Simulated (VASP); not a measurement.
# MnS (Fm-3m) in VASP: further runs

The runs below take MnS through single point, with PBE.

Program: VASP 6.6.1. These are calculated values, not measurements. Logs are shortened: lines on timing, memory, paths and dates and some standing lists are left out, and cuts for length are marked.

### Step 1. The cell of the first run

Symmetry: Fm-3m, No. 225, cubic system. The conventional cell has a = 5.209 Å, b = 5.209 Å, c = 5.209 Å, α = 90.00°, β = 90.00°, γ = 90.00°. Within 3.4 Å of Mn (site symmetry m-3m) lie 6 S at 2.60 Å. Within 3.4 Å of S (site symmetry m-3m) lie 6 Mn at 2.60 Å.

### Step 2. Single point, PBE, collinear spin, zero start

Contents of INCAR:

```
PREC = Accurate
ENCUT = 520
EDIFF = 1E-6
ISMEAR = -1
SIGMA = 0.05
LREAL = F
LASPH = T
NELM = 150
ALGO = Normal
ISIF = 2
LWAVE = F
LCHARG = T
ISPIN = 2
MAGMOM = 0 0
LORBIT = 11
NUPDOWN = 0.0
LMAXMIX = 4
GGA = PE
LELF = T
LVHAR = T
NBANDS = 20
```

Contents of KPOINTS:

```
Automatic mesh
0
Gamma
  7 7 7
```

Contents of POSCAR:

```
MnS
1.0
    0.0000000000      2.6045000000      2.6045000000
    2.6045000000      0.0000000000      2.6045000000
    2.6045000000      2.6045000000      0.0000000000
Mn S
1 1
Direct
    0.0000000000      0.0000000000      0.0000000000
    0.5000000000      0.5000000000      0.5000000000
```

Potentials or basis: VASP PAW PBE potentials, release 64 (Mn_pv, S).

Command:

```console
> cat potpaw_PBE.64/Mn_pv/POTCAR potpaw_PBE.64/S/POTCAR > POTCAR
> mpirun -np 1 vasp_std > vasp.out
```

OUTCAR:

```text
PREC = Accurate
   ENCUT = 520
   EDIFF = 1E-6
   ISMEAR = -1
   LREAL = F
   LASPH = T
   NELM = 150
   ISIF = 2
   ISPIN = 2
   LORBIT = 11
   NUPDOWN = 0.0
   GGA = PE

 ion  position               nearest neighbor table
   1  0.000  0.000  0.000-   2 2.60   2 2.60   2 2.60   2 2.60   2 2.60   2 2.60
   2  0.500  0.500  0.500-   1 2.60   1 2.60   1 2.60   1 2.60   1 2.60   1 2.60

  LATTYP: Found a face centered cubic cell.
 ALAT       =     5.2090000000

  Lattice vectors:

 A1 = (   0.0000000000,   2.6045000000,   2.6045000000)
 A2 = (   2.6045000000,   0.0000000000,   2.6045000000)
 A3 = (   2.6045000000,   2.6045000000,   0.0000000000)

Analysis of symmetry for initial positions (statically):
=====================================================================
 Subroutine PRICEL returns:
 Original cell was already a primitive cell.

 Routine SETGRP: Setting up the symmetry group for a
 face centered cubic supercell.

 Subroutine GETGRP returns: Found 48 space group operations
 (whereof 48 operations were pure point group operations)
 out of a pool of 48 trial point group operations.

The static configuration has the point symmetry O_h .

Analysis of symmetry for dynamics (positions and initial velocities):
=====================================================================
 Subroutine PRICEL returns:
 Original cell was already a primitive cell.

 Routine SETGRP: Setting up the symmetry group for a
 face centered cubic supercell.

 Subroutine GETGRP returns: Found 48 space group operations
 (whereof 48 operations were pure point group operations)
 out of a pool of 48 trial point group operations.

The dynamic configuration has the point symmetry O_h .

Analysis of structural, dynamic, and magnetic symmetry:
=====================================================================
 Subroutine PRICEL returns:
 Original cell was already a primitive cell.

 Routine SETGRP: Setting up the symmetry group for a
 face centered cubic supercell.

 Subroutine GETGRP returns: Found 48 space group operations
 (whereof 48 operations were pure point group operations)
 out of a pool of 48 trial point group operations.

The overall configuration has the point symmetry O_h .

 Subroutine INISYM returns: Found 48 space group operations
 (whereof 48 operations are pure point group operations),
 and found     1 'primitive' translations

----------------------------------------------------------------------------------------

                                     Primitive cell

  volume of cell :      35.3348

  direct lattice vectors                    reciprocal lattice vectors
     0.000000000  2.604500000  2.604500000    -0.191975427  0.191975427  0.191975427
     2.604500000  0.000000000  2.604500000     0.191975427 -0.191975427  0.191975427
     2.604500000  2.604500000  0.000000000     0.191975427  0.191975427 -0.191975427

  length of vectors
     3.683319223  3.683319223  3.683319223     0.332511194  0.332511194  0.332511194

  position of ions in fractional coordinates (direct lattice)
[... 8 lines left out ...]
----------------------------------------------------------------------------------------

 KPOINTS: Automatic mesh

Automatic generation of k-mesh.
 Grid dimensions read from file:
 generate k-points for:    7    7    7

 Generating k-lattice:

  Cartesian coordinates                     Fractional coordinates (reciprocal lattice)
    -0.027425061  0.027425061  0.027425061     0.142857143  0.000000000  0.000000000
     0.027425061 -0.027425061  0.027425061     0.000000000  0.142857143  0.000000000
     0.027425061  0.027425061 -0.027425061     0.000000000  0.000000000  0.142857143

  Length of vectors
     0.047501599  0.047501599  0.047501599

  Shift w.r.t. Gamma in fractional coordinates (k-lattice)
     0.000000000  0.000000000  0.000000000

 Subroutine IBZKPT returns following result:
 ===========================================

 Found     20 irreducible k-points:

 Following reciprocal coordinates:
            Coordinates               Weight
  0.000000  0.000000  0.000000      1.000000
  0.142857  0.000000  0.000000      8.000000
  0.285714  0.000000  0.000000      8.000000
  0.428571  0.000000  0.000000      8.000000
  0.142857  0.142857  0.000000      6.000000
  0.285714  0.142857  0.000000     24.000000
[... 12 lines left out ...]
 -0.428571  0.428571  0.142857     24.000000
 -0.285714  0.428571  0.142857     24.000000
   k-points           NKPTS =     20   k-points in BZ     NKDIM =     20   number of bands    NBANDS=     20
   number of dos      NEDOS =    301   number of ions     NIONS =      2
   total plane-waves  NPLWV =  21952
   dimension x,y,z NGX =    28 NGY =   28 NGZ =   28
   dimension x,y,z NGXF=    56 NGYF=   56 NGZF=   56
   ions per type =               1   1
   NGX,Y,Z   is equivalent  to a cutoff of  12.64, 12.64, 12.64 a.u.
   NGXF,Y,Z  is equivalent  to a cutoff of  25.28, 25.28, 25.28 a.u.
 SYSTEM =  unknown system
   PREC   = accura    normal or accurate (medium, high low for compatibility)
   ISTART =      0    job   : 0-new  1-cont  2-samecut
   ICHARG =      2    charge: 1-file 2-atom 10-const
   ISPIN  =      2    spin polarized calculation?
   LNONCOLLINEAR =      F non collinear calculations
   LSORBIT =      F    spin-orbit coupling
   LASPH  =      T    aspherical Exc in radial PAW
   ENCUT  =  520.0 eV  38.22 Ry    6.18 a.u.   6.85  6.85  6.85*2*pi/ulx,y,z
   NELM   =    150;   NELMIN=  2; NELMDL= -5     # of ELM steps
   EDIFF  = 0.1E-05   stopping-criterion for ELM
   LREAL  =      F    real-space projection
[... 7 lines left out ...]
   TEBEG  =    0.0;   TEEND  =   0.0 temperature during run
   PSTRESS=    0.0 pullay stress
   NELECT =      19.0000    total number of electrons
   NUPDOWN=       0.0000    fix difference up-down
   EMIN   =  10.00;   EMAX   =-10.00  energy-range for DOS
   EFERMI =   0.00;   METHOD = LEGACY
   ISMEAR =    -1;   SIGMA  =   0.05  broadening in eV -4-tet -1-fermi 0-gaus
   EFERMI_NEDOS =   21; number of points for ismear=-14 and -15
   IALGO  =     38    algorithm
   IMIX   =      4    mixing-type and parameters
     AMIX     =   0.40;   BMIX     =  1.00
     AMIX_MAG =   1.60;   BMIX_MAG =  1.00
  volume/ion in A,a.u.               =      17.67       119.23
  Fermi-wavevector in a.u.,A,eV,Ry     =   1.331246  2.515690 24.112464  1.772216
  Thomas-Fermi vector in A             =   2.460272
   LORBIT       =     11    0 simple, 1 ext, 2 COOP (PROOUT), +10 PAW based schemes
   GGA     = PE    functional components
   LHFCALC =     F    Hartree Fock is set to
   AEXX    =    0.0000 exact exchange contribution
   IVDW    =     0    specifies the selected vdW correction
   LEPSILON=     F    determine dielectric tensor
   LRPA    =     F    only Hartree local field effects (RPA)
 spin polarized calculation
  energy-cutoff  :      520.00
  volume of cell :       35.33
 maximum number of plane-waves:       966
   NGX = 13   NGY = 13   NGZ = 13

 number of electron      18.9999989 magnetization      -0.0000000

 number of electron      18.9999987 magnetization       0.0000000

 Free energy of the ion-electron system (eV)
  ---------------------------------------------------
  ext. energy  EPLUGINS =         0.00000000
  ---------------------------------------------------
  free energy    TOTEN  =       -11.92600666 eV

  energy without entropy =      -11.84349985  energy(sigma->0) =      -11.88475326

 E-fermi :   6.0400     XC(G=0): -10.7284

 val. band max:        6.0169966865   @ k =  -0.2857   0.1429   0.0000
 cond. band min:       6.0417292312   @ k =  -0.4286   0.4286   0.0000
 fundamental gap:      0.0247325447
 Fermi energy:         6.0406625405

 spin component 1

 k-point     1 :       0.0000    0.0000    0.0000
  band No.  band energies     occupation
      1     -41.7460      1.00000
      2     -41.7460      1.00000
      3     -41.7460      1.00000
      4      -8.2355      1.00000
      5       4.3955      1.00000
      6       4.3955      1.00000
[... 12 lines left out ...]
     19      18.6815      0.00000
     20      19.5706      0.00000

 k-point     2 :       0.1429    0.0000    0.0000
  band No.  band energies     occupation
      1     -41.7477      1.00000
      2     -41.7462      1.00000
      3     -41.7462      1.00000
      4      -8.0467      1.00000
      5       3.0433      1.00000
      6       3.6601      1.00000
[... 12 lines left out ...]
     19      18.4527      0.00000
     20      20.2989      0.00000

 k-point     3 :       0.2857    0.0000    0.0000
  band No.  band energies     occupation
      1     -41.7517      1.00000
      2     -41.7468      1.00000
      3     -41.7468      1.00000
      4      -7.5630      1.00000
      5       1.1631      1.00000
      6       2.8952      1.00000
[... 12 lines left out ...]
     19      18.4854      0.00000
     20      23.5679      0.00000

 k-point     4 :       0.4286    0.0000    0.0000
  band No.  band energies     occupation
      1     -41.7549      1.00000
      2     -41.7472      1.00000
      3     -41.7472      1.00000
      4      -7.0864      1.00000
      5      -0.0935      1.00000
      6       2.4838      1.00000
[... 334 lines left out ...]
     19      21.6102      0.00000
     20      22.8197      0.00000

 k-point    19 :      -0.4286    0.4286    0.1429
  band No.  band energies     occupation
      1     -41.7535      1.00000
      2     -41.7503      1.00000
      3     -41.7493      1.00000
      4      -6.8716      1.00000
      5       0.8059      1.00000
      6       2.1598      1.00000
[... 12 lines left out ...]
     19      21.6100      0.00000
     20      22.3190      0.00000

 k-point    20 :      -0.2857    0.4286    0.1429
  band No.  band energies     occupation
      1     -41.7524      1.00000
      2     -41.7519      1.00000
      3     -41.7492      1.00000
      4      -6.8035      1.00000
      5       1.1810      1.00000
      6       1.2454      1.00000
[... 12 lines left out ...]
     19      22.0052      0.00000
     20      23.4174      0.00000
 Fermi energy:         6.0399638911

 spin component 2

 k-point     1 :       0.0000    0.0000    0.0000
  band No.  band energies     occupation
      1     -41.7460      1.00000
      2     -41.7460      1.00000
      3     -41.7460      1.00000
      4      -8.2354      1.00000
      5       4.3956      1.00000
      6       4.3956      1.00000
[... 12 lines left out ...]
     19      18.6820      0.00000
     20      19.5705      0.00000

 k-point     2 :       0.1429    0.0000    0.0000
  band No.  band energies     occupation
      1     -41.7477      1.00000
      2     -41.7462      1.00000
      3     -41.7462      1.00000
      4      -8.0467      1.00000
      5       3.0433      1.00000
      6       3.6605      1.00000
[... 12 lines left out ...]
     19      18.4527      0.00000
     20      20.2988      0.00000

 k-point     3 :       0.2857    0.0000    0.0000
  band No.  band energies     occupation
      1     -41.7517      1.00000
      2     -41.7468      1.00000
      3     -41.7468      1.00000
      4      -7.5630      1.00000
      5       1.1631      1.00000
      6       2.8957      1.00000
[... 12 lines left out ...]
     19      18.4854      0.00000
     20      23.5679      0.00000

 k-point     4 :       0.4286    0.0000    0.0000
  band No.  band energies     occupation
      1     -41.7549      1.00000
      2     -41.7472      1.00000
      3     -41.7472      1.00000
      4      -7.0864      1.00000
      5      -0.0935      1.00000
      6       2.4843      1.00000
[... 337 lines left out ...]
 k-point    19 :      -0.4286    0.4286    0.1429
  band No.  band energies     occupation
      1     -41.7535      1.00000
      2     -41.7503      1.00000
      3     -41.7493      1.00000
      4      -6.8715      1.00000
      5       0.8060      1.00000
      6       2.1598      1.00000
[... 12 lines left out ...]
     19      21.6100      0.00000
     20      22.3192      0.00000

 k-point    20 :      -0.2857    0.4286    0.1429
  band No.  band energies     occupation
      1     -41.7524      1.00000
      2     -41.7519      1.00000
      3     -41.7491      1.00000
      4      -6.8035      1.00000
      5       1.1811      1.00000
      6       1.2454      1.00000
[... 12 lines left out ...]
     19      22.0052      0.00000
     20      23.4175      0.00000

------------------------ aborting loop because EDIFF is reached ----------------------------------------

  FORCE on cell =-STRESS in cart. coord.  units (eV):
  Direction    XX          YY          ZZ          XY          YZ          ZX
  --------------------------------------------------------------------------------------
  -------------------------------------------------------------------------------------
  Total       -5.1378276     -5.1378276     -5.1378276      0.0000000     -0.0000000      0.0000000
  in kB     -232.9630424   -232.9630424   -232.9630424      0.0000000     -0.0000000      0.0000000
  external PRESSURE =    -232.9630424 kB  Pullay stress =       0.0000000 kB

 VOLUME and BASIS-vectors are now :
 -----------------------------------------------------------------------------
  energy-cutoff  :      520.00
  volume of cell :       35.33
      direct lattice vectors                 reciprocal lattice vectors
     0.000000000  2.604500000  2.604500000    -0.191975427  0.191975427  0.191975427
     2.604500000  0.000000000  2.604500000     0.191975427 -0.191975427  0.191975427
     2.604500000  2.604500000  0.000000000     0.191975427  0.191975427 -0.191975427

 POSITION                                       TOTAL-FORCE (eV/Angst)
 -----------------------------------------------------------------------------------
      0.00000      0.00000      0.00000        -0.000000     -0.000000     -0.000000
      2.60450      2.60450      2.60450         0.000000      0.000000      0.000000
 -----------------------------------------------------------------------------------
    total drift:                               -0.000000      0.000000      0.000000

  FREE ENERGIE OF THE ION-ELECTRON SYSTEM (eV)
  ---------------------------------------------------
  free  energy   TOTEN  =       -11.9260066641 eV

  energy  without entropy=      -11.8434998509  energy(sigma->0) =      -11.88475326

 total charge

# of ion       s       p       d       tot
------------------------------------------
    1        0.189   6.126   5.093  11.408
    2        1.324   2.296   0.000   3.620
--------------------------------------------------
tot          1.513   8.422   5.093  15.028

 magnetization (x)

# of ion       s       p       d       tot
------------------------------------------
    1        0.000   0.000  -0.000  -0.000
    2        0.000  -0.000   0.000  -0.000
--------------------------------------------------
tot          0.000  -0.000  -0.000  -0.000
```

Run time: 62 s. Hardware: 1 thread of AMD EPYC 7R13, shared host; peak memory 0.15 GiB.

Results:

* Free energy: -11.9260 eV
* Pressure: -23.3 GPa
* Net moment: 0.00 μB per cell
* Valence electrons inside the program's atomic spheres: Mn 11.41; S 3.62

Caveat: the total moment is fixed, so each spin has its own Fermi level.

[end of part 1 of 2]
